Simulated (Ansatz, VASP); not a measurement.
KMgF3 in VASP and in Ansatz

INCAR

```
SYSTEM = KMgF3
PREC     = Accurate       ! precision mode
ENCUT    = 520            ! plane-wave cutoff, eV
EDIFF    = 1E-7           ! SCF threshold, eV
ISMEAR   = 0              ! smearing method
SIGMA    = 0.05           ! smearing width, eV
LREAL    = .FALSE.        ! projectors in reciprocal space
LASPH    = .TRUE.         ! aspherical terms in the spheres
NELM     = 100            ! most SCF steps
ALGO     = Normal         ! electronic algorithm
ISIF     = 2              ! what is computed and relaxed
LWAVE    = .FALSE.        ! write WAVECAR
LCHARG   = .FALSE.        ! write CHGCAR
GGA      = PE             ! functional
NBANDS   = 24             ! bands
```

File KPOINTS:

```
Automatic mesh
0
G
  6 6 6
  0 0 0
```

POSCAR

```
KMgF3
1.0
    4.0956994065     -0.6301076010     -0.6301076010
   -0.6301076010      4.0956994065     -0.6301076010
   -0.6301076010     -0.6301076010      4.0956994065
K Mg F
1 1 3
Direct
    0.5000000000      0.5000000000      0.5000000000
    0.0000000000      0.0000000000      0.0000000000
    0.5000000000      0.0000000000      0.0000000000
    0.0000000000      0.5000000000      0.0000000000
    0.0000000000      0.0000000000      0.5000000000
```

Input for Ansatz:

```yaml
crystal:
  lattice:
    - [4.0956994065, -0.630107601, -0.630107601]
    - [-0.630107601, 4.0956994065, -0.630107601]
    - [-0.630107601, -0.630107601, 4.0956994065]
  atoms:
    - { symbol: K, position: [0.5, 0.5, 0.5] }
    - { symbol: Mg, position: [0.0, 0.0, 0.0] }
    - { symbol: F, position: [0.5, 0.0, 0.0] }
    - { symbol: F, position: [0.0, 0.5, 0.0] }
    - { symbol: F, position: [0.0, 0.0, 0.5] }
basis:
  ecutwfc: 420
kpoints:
  mp_grid: { grid: [6, 6, 6] }
hamiltonian:
  xc: pbe
scf:
  occupations: { method: gaussian, width: 0.05 }
output:
  forces: true
  stress: true
  eigenvalues: true
```

Alike in both runs: task single point; functional PBE; k mesh 6 × 6 × 6; occupations gaussian, width 0.05 eV; no spin polarisation.

```csv
,VASP,Ansatz
version,VASP 6.6.1,Ansatz 0.2.0
potentials or method,"VASP PAW PBE potentials, release 64 (K_sv, Mg, F), cutoff 520 eV","scalar-relativistic, plane waves, PAW"
valence electrons in the cell,32,40
```

```csv
,VASP,Ansatz,Ansatz less VASP
gap on the k mesh at the Fermi level (eV),5.38,5.43,+0.044
least direct gap on the mesh (eV),5.39,5.43,+0.043
pressure (GPa),7.1,7.4,+0.27
"traceless stress, the component that is largest in VASP (GPa)",15.19,15.10,-0.090
```

VASP's potentials hold 32 valence electrons a cell and Ansatz's 40, so a difference there can come from the potentials and not from the codes.
